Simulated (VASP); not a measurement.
# Ru (P6_3/mmc) in VASP: vibrations by perturbation theory with LDA

Aim: the vibrations by perturbation theory of Ru with LDA.

All numbers are computed with VASP 6.6.1; they aren't measurements. Logs are shortened: lines on timing, memory, paths and dates and some standing lists are left out, and cuts for length are marked.

**1. The cell of the first run**

It takes space group P6_3/mmc (No. 194, hexagonal). The conventional cell has a = 2.676 Å, b = 2.676 Å, c = 4.226 Å, α = 90.00°, β = 90.00°, γ = 120.00°. Ru (site symmetry -6m2) has 12 Ru at 2.62 to 2.68 Å within 3.5 Å.

**2. Vibrations by perturbation theory, LDA**

The input, INCAR:

```
SYSTEM = Ru
PREC = Accurate
ENCUT = 520
EDIFF = 1E-8
ISMEAR = -1
SIGMA = 0.15
LREAL = .False.
LASPH = .True.
NELM = 100
ALGO = Normal
ISIF = 2
LWAVE = .False.
LCHARG = .False.
GGA = CA
NBANDS = 21
IBRION = 8
NSW = 1
```

The input, KPOINTS:

```
regular mesh
0
Gamma
  18 18 10
  0 0 0
```

The input, POSCAR:

```
Ru
1.0
    2.6758287514      0.0000000000      0.0000000000
   -1.3379143757      2.3173356749      0.0000000000
    0.0000000000      0.0000000000      4.2263843414
Ru
2
Direct
    0.3333333333      0.6666666667      0.2500000000
    0.6666666667      0.3333333333      0.7500000000
```

Potentials or basis: VASP PAW LDA potentials, release 64 (Ru_pv).

Command:

```bash
$ cat potpaw_LDA.64/Ru_pv/POTCAR > POTCAR
$ mpirun -np 1 vasp_std > vasp.out
```

OUTCAR:

```text
SYSTEM = Ru
   PREC = Accurate
   ENCUT = 520
   EDIFF = 1E-8
   ISMEAR = -1
   LREAL = .False.
   LASPH = .True.
   NELM = 100
   ISIF = 2
   GGA = CA
   IBRION = 8
   NSW = 1

 ion  position               nearest neighbor table
   1  0.333  0.667  0.250-   2 2.62   2 2.62   2 2.62   2 2.62   2 2.62   2 2.62
   2  0.667  0.333  0.750-   1 2.62   1 2.62   1 2.62   1 2.62   1 2.62   1 2.62

  LATTYP: Found a hexagonal cell.
 ALAT       =     2.6758287514
 C/A-ratio  =     1.5794674226

  Lattice vectors:

 A1 = (   2.6758287514,   0.0000000000,   0.0000000000)
 A2 = (  -1.3379143757,   2.3173356749,   0.0000000000)
 A3 = (   0.0000000000,   0.0000000000,   4.2263843414)

Analysis of symmetry for initial positions (statically):
=====================================================================
 Subroutine PRICEL returns:
 Original cell was already a primitive cell.

 Routine SETGRP: Setting up the symmetry group for a
 hexagonal supercell.

 Subroutine GETGRP returns: Found 24 space group operations
 (whereof 12 operations were pure point group operations)
 out of a pool of 24 trial point group operations.

The static configuration has the point symmetry D_3d.
 The point group associated with its full space group is D_6h.

Analysis of symmetry for dynamics (positions and initial velocities):
=====================================================================
 Subroutine PRICEL returns:
 Original cell was already a primitive cell.

 Routine SETGRP: Setting up the symmetry group for a
 hexagonal supercell.

 Subroutine GETGRP returns: Found 24 space group operations
 (whereof 12 operations were pure point group operations)
 out of a pool of 24 trial point group operations.

The dynamic configuration has the point symmetry D_3d.
 The point group associated with its full space group is D_6h.

 Subroutine INISYM returns: Found 24 space group operations
 (whereof 12 operations are pure point group operations),
 and found     1 'primitive' translations

----------------------------------------------------------------------------------------

                                     Primitive cell

  volume of cell :      26.2069

  direct lattice vectors                    reciprocal lattice vectors
     2.675828751  0.000000000  0.000000000     0.373715993  0.215765029  0.000000000
    -1.337914376  2.317335675  0.000000000     0.000000000  0.431530059  0.000000000
     0.000000000  0.000000000  4.226384341     0.000000000  0.000000000  0.236608865

  length of vectors
     2.675828751  2.675828751  4.226384341     0.431530059  0.431530059  0.236608865

  position of ions in fractional coordinates (direct lattice)
     0.333333333  0.666666667  0.250000000
     0.666666667  0.333333333  0.750000000

  ion indices of the primitive-cell ions
   primitive index   ion index
                 1           1
                 2           2

----------------------------------------------------------------------------------------

 KPOINTS: regular mesh

Automatic generation of k-mesh.
 Grid dimensions read from file:
 generate k-points for:   18   18   10

 Generating k-lattice:

  Cartesian coordinates                     Fractional coordinates (reciprocal lattice)
     0.020762000  0.011986946  0.000000000     0.055555556 -0.000000000  0.000000000
     0.000000000  0.023973892  0.000000000     0.000000000  0.055555556  0.000000000
     0.000000000  0.000000000  0.023660886     0.000000000  0.000000000  0.100000000

  Length of vectors
     0.023973892  0.023973892  0.023660886
[... 75 lines left out ...]
  volume/ion in A,a.u.               =      13.10        88.43
  Fermi-wavevector in a.u.,A,eV,Ry     =   1.673614  3.162673 38.109720  2.800985
  Thomas-Fermi vector in A             =   2.758555
   LORBIT       =      0    0 simple, 1 ext, 2 COOP (PROOUT), +10 PAW based schemes
   GGA     = CA    functional components
   LHFCALC =     F    Hartree Fock is set to
   AEXX    =    0.0000 exact exchange contribution
   IVDW    =     0    specifies the selected vdW correction
   LEPSILON=     F    determine dielectric tensor
   LRPA    =     F    only Hartree local field effects (RPA)
 non-spin polarized calculation
  energy-cutoff  :      520.00
  volume of cell :       26.21
 maximum number of plane-waves:       732
 NGX is ok and might be reduce to    20
   NGX =  9   NGY =  9   NGZ = 15

--------------------------------------- Ionic step        1  -------------------------------------------

 number of electron      27.9999992 magnetization

 Free energy of the ion-electron system (eV)
  ---------------------------------------------------
  ext. energy  EPLUGINS =         0.00000000
  ---------------------------------------------------
  free energy    TOTEN  =       -21.44849077 eV

  energy without entropy =      -21.33129681  energy(sigma->0) =      -21.38989379

 E-fermi :  13.3746     XC(G=0): -14.5992

 val. band max:       13.3724254499   @ k =   0.2222   0.1111   0.1000
 cond. band min:      13.3817375516   @ k =   0.0556  -0.0000   0.1000
 fundamental gap:      0.0093121017
 Fermi energy:        13.3746292971

 k-point     1 :       0.0000    0.0000    0.0000
  band No.  band energies     occupation
      1     -30.2453      2.00000
      2     -29.1764      2.00000
      3     -29.1764      2.00000
      4     -28.9816      2.00000
      5     -28.9816      2.00000
      6     -28.9338      2.00000
[... 565 lines left out ...]
     20      23.3082      0.00000
     21      24.7974      0.00000

 [... further k-points ...]
[... 5 lines left out ...]
  --------------------------------------------------------------------------------------
  -------------------------------------------------------------------------------------
  Total        0.1576462      0.1576462      0.1743239      0.0000000     -0.0000000      0.0000000
  in kB        9.6377986      9.6377986     10.6574001      0.0000000     -0.0000000      0.0000000
  external PRESSURE =       9.9776657 kB  Pullay stress =       0.0000000 kB

 VOLUME and BASIS-vectors are now :
 -----------------------------------------------------------------------------
  energy-cutoff  :      520.00
  volume of cell :       26.21
      direct lattice vectors                 reciprocal lattice vectors
     2.675828751  0.000000000  0.000000000     0.373715993  0.215765029  0.000000000
    -1.337914376  2.317335675  0.000000000     0.000000000  0.431530059  0.000000000
     0.000000000  0.000000000  4.226384341     0.000000000  0.000000000  0.236608865

 POSITION                                       TOTAL-FORCE (eV/Angst)
 -----------------------------------------------------------------------------------
     -0.00000      1.54489      1.05660        -0.000000     -0.000000      0.000000
      1.33791      0.77245      3.16979         0.000000      0.000000      0.000000
 -----------------------------------------------------------------------------------
    total drift:                                0.000000     -0.000000      0.000000

  FREE ENERGIE OF THE ION-ELECTRON SYSTEM (eV)
  ---------------------------------------------------
  free  energy   TOTEN  =       -21.4484907687 eV

  energy  without entropy=      -21.3312968110  energy(sigma->0) =      -21.38989379

[... ionic steps 2 to 3 ...]

--------------------------------------- Ionic step        4  -------------------------------------------

------------------------ aborting loop because EDIFF is reached ----------------------------------------

[... ionic steps 5 to 5 ...]

--------------------------------------- Ionic step        6  -------------------------------------------

 Free energy of the ion-electron system (eV)
  ---------------------------------------------------
  ---------------------------------------------------
  free energy    TOTEN  =        -0.73403622 eV

  energy without entropy =       -0.73403622

------------------------ aborting loop because EDIFF is reached ----------------------------------------

 INTERNAL STRAIN TENSOR  FOR ION    1  DIRECTION 3   (eV/Angst):
 -----------------------------------------------------------------------------
    -0.06247  0.00000  0.00000
     0.00000 -0.06247  0.00000
     0.00000  0.00000  0.13213

 INTERNAL STRAIN TENSOR FOR ION    2 for displacements in x,y,z  (eV/Angst):
          X           Y           Z          XY          YZ          ZX
  --------------------------------------------------------------------------------
  x    -0.00000     0.00000     0.00000     3.15552     0.00000     0.00000
  y     3.15552    -3.15552     0.00000     0.00000     0.00000     0.00000
  z     0.00000     0.00000     0.00000     0.00000     0.00000     0.00000

 SECOND DERIVATIVES (NOT SYMMETRIZED)
 ------------------------------------
               1X          1Y          1Z          2X          2Y          2Z
  1X    -7.746399    0.000000    0.000000    7.746399    0.000000    0.000000
  1Y     0.000000   -7.746399    0.000000   -0.000000    7.746399    0.000000
  1Z     0.000000   -0.000000  -13.755245   -0.000000    0.000000   13.755245
  2X     7.746399    0.000000    0.000000   -7.746399    0.000000    0.000000
  2Y    -0.000000    7.746399    0.000000    0.000000   -7.746399    0.000000
  2Z    -0.000000    0.000000   13.755245    0.000000   -0.000000  -13.755245

 Eigenvectors and eigenvalues of the dynamical matrix
 ----------------------------------------------------

   1 f  =    8.156217 THz    51.247021 2PiTHz  272.062107 cm-1    33.731387 meV
             X         Y         Z           dx          dy          dz
     -0.000000  1.544890  1.056596    -0.000000    0.000000    0.707107
      1.337914  0.772445  3.169788     0.000000    0.000000   -0.707107
[... 16 lines left out ...]
   5 f  =    0.000000 THz     0.000000 2PiTHz    0.000000 cm-1     0.000000 meV
             X         Y         Z           dx          dy          dz
     -0.000000  1.544890  1.056596    -0.000000    0.000000    0.707107
      1.337914  0.772445  3.169788     0.000000    0.000000    0.707107

   6 f/i=    0.000000 THz     0.000000 2PiTHz    0.000001 cm-1     0.000000 meV
             X         Y         Z           dx          dy          dz
     -0.000000  1.544890  1.056596    -0.652790   -0.271782   -0.000000
      1.337914  0.772445  3.169788    -0.652790   -0.271782    0.000000

--------------------------------------------------------------------------------------------------------

 ELASTIC MODULI CONTR FROM IONIC RELAXATION (kBar)
 Direction    XX          YY          ZZ          XY          YZ          ZX
 --------------------------------------------------------------------------------
 XX         -78.5842     78.5842     -0.0000      0.0000      0.0000      0.0000
 YY          78.5842    -78.5842      0.0000     -0.0000      0.0000      0.0000
 ZZ          -0.0000      0.0000     -0.0000      0.0000      0.0000      0.0000
 XY           0.0000     -0.0000      0.0000    -78.5842      0.0000      0.0000
 YZ           0.0000      0.0000      0.0000      0.0000      0.0000      0.0000
 ZX           0.0000      0.0000      0.0000      0.0000      0.0000      0.0000
 --------------------------------------------------------------------------------
```

Wall time 7.5 min (1 thread of Intel Xeon 6975P-C (Granite Rapids), shared host); peak memory 0.97 GiB.

Results:

| Quantity | Value |
| --- | --- |
| Highest phonon frequency at Γ | 272 cm⁻¹ |

Phonon frequencies in cm⁻¹ (negative: imaginary):
```
              q point        frequencies
(0.000, 0.000, 0.000)  0 0 0 204 204 272
```
